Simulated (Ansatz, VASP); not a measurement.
Two plane-wave programs on Sb

```
Sb
1.0
    -2.96705    2.96705    1.61194
     2.96705   -2.96705    1.61194
     2.96705    2.96705   -1.61194
Sb
2
Direct
  0.00000 0.00000 0.00000
  0.75000 0.25000 0.50000
```

Alike in both runs: functional PBEsol; k mesh 6 × 6 × 6; occupations gaussian, width 0.1 eV; no spin polarisation.

Ansatz relaxed the structure, and its values are those at the end. VASP's run is a single point on that final structure, the one shown.

|  | VASP | Ansatz |
| --- | --- | --- |
| version | VASP 6.6.1 | Ansatz 0.2.0 |
| potentials or method | VASP PAW PBE potentials, release 64 (Sb), cutoff 520 eV | scalar-relativistic, plane waves, PAW |
| valence electrons in the cell | 10 | 30 |

|  | VASP | Ansatz | Ansatz less VASP |
| --- | --- | --- | --- |
| gap on the k mesh at the Fermi level (eV) | none | none | - |
| pressure (GPa) | 0.0 | -0.1 | -0.08 |

VASP's potentials were made for PBE, not for PBEsol. A gap of «none» marks a metal or a gap that the smearing closes. VASP's potentials hold 10 valence electrons a cell and Ansatz's 30, so a difference there can come from the potentials and not from the codes.

The k mesh is coarse, so the values compare programs but aren't converged. Spin-orbit coupling is off throughout.
